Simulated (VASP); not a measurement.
NbAl7N8, 16 atoms in the cell. The typed cell holds 16 atoms: a = 6.220 Å, b = 6.220 Å, c = 4.980 Å, α = 90.00°, β = 90.00°, γ = 120.00°. 

* Program: VASP 6.6.1
* Task: single point
* Functional: PBEsol
* Potentials or basis: VASP PAW PBE potentials, release 64 (Nb_sv, Al, N)
* Cutoff: 520 eV
* k mesh: 3 × 3 × 4
* Occupations: gaussian, width 0.05 eV
* Spin: collinear spin
* Starting moments: [0.84, 0.0, 0.0, 0.0, 0.01, 0.01, 0.01, 0.0, 0.01, 0.0, 0.0, 0.0, 0.02, 0.02, 0.02, 0.0] μB
* Hubbard terms: Nb d U = 2.0 eV
* Dipole correction: no
* Further INCAR settings: LREAL = Auto; ALGO = Normal; EDIFF = 1e-07; NBANDS = 55

Potentials or basis: VASP PAW PBE potentials, release 64 (Nb_sv, Al, N).

Run with:

```bash
$ cat potpaw_PBE.64/Nb_sv/POTCAR potpaw_PBE.64/Al/POTCAR potpaw_PBE.64/N/POTCAR > POTCAR
$ mpirun -np 1 vasp_std > vasp.out
```

Hardware: 1 thread of Intel(R) Xeon(R) Platinum 8259CL CPU @ 2.50GHz (Skylake/Cascade Lake), on a shared host.

**Question.** How long does it take, and how much memory?

**Answer.** Wall time 14 min on 1 thread of Intel(R) Xeon(R) Platinum 8259CL CPU @ 2.50GHz (Skylake/Cascade Lake), on a shared host, peak memory 0.49 GiB. Counts: scf iterations 17, k points 19.
